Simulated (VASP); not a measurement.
A run of VASP 6.6.1:

File INCAR:

```
SYSTEM = Be16CO
  ALGO = Normal
  DIPOL = 0.5 0.5 0.312
  EDIFF = 1E-6
  ENCUT = 520
  GGA = PE
  IDIPOL = 3
  ISIF = 2
  ISMEAR = 0
  LASPH = .True.
  LCHARG = .False.
  LDIPOL = .True.
  LREAL = Auto
  LWAVE = .False.
  NBANDS = 36
  NELM = 60
  PREC = Accurate
  SIGMA = 0.1
```

KPOINTS

```
k-points
0
Gamma
  6 6 1
  0 0 0
```

The input POSCAR:

```
Be16CO
1.0
    4.5254381410      0.0000000000      0.0000000000
   -2.2627190705      3.9191443934      0.0000000000
    0.0000000000      0.0000000000     23.4761687145
Be C O
16 1 1
Direct
    0.3333333333      0.1666666667      0.1703855535
    0.3333333333      0.6666666667      0.1703855535
    0.8333333333      0.1666666667      0.1703855535
    0.8333333333      0.6666666667      0.1703855535
    0.1666666667      0.3333333333      0.2463521558
    0.1666666667      0.8333333333      0.2463521558
    0.6666666667      0.3333333333      0.2463521558
    0.6666666667      0.8333333333      0.2463521558
    0.3333333333      0.1666666667      0.3241941575
    0.3333333333      0.6666666667      0.3241941575
    0.8333333333      0.1666666667      0.3241941575
    0.8333333333      0.6666666667      0.3241941575
    0.1666666667      0.3333333333      0.4036505628
    0.1666666667      0.8333333333      0.4036505628
    0.6666666667      0.3333333333      0.4036505628
    0.6666666667      0.8333333333      0.4036505628
    0.1666666667      0.3333333333      0.4939549062
    0.2406624093      0.2593375907      0.5367467893
```

Potentials or basis: VASP PAW PBE potentials, release 64 (Be, C, O).

The run is started by

```sh
$ cat potpaw_PBE.64/Be/POTCAR potpaw_PBE.64/C/POTCAR potpaw_PBE.64/O/POTCAR > POTCAR
$ mpirun -np 1 vasp_std > vasp.out
```

Hardware: 1 thread of Intel(R) Xeon(R) Platinum 8488C (Sapphire Rapids), with other jobs on the host.

How long does it take, and how much memory?

Wall time 4.8 min on 1 thread of Intel(R) Xeon(R) Platinum 8488C (Sapphire Rapids), with other jobs on the host, peak memory 0.56 GiB. Counts: scf iterations 25, k points 13.
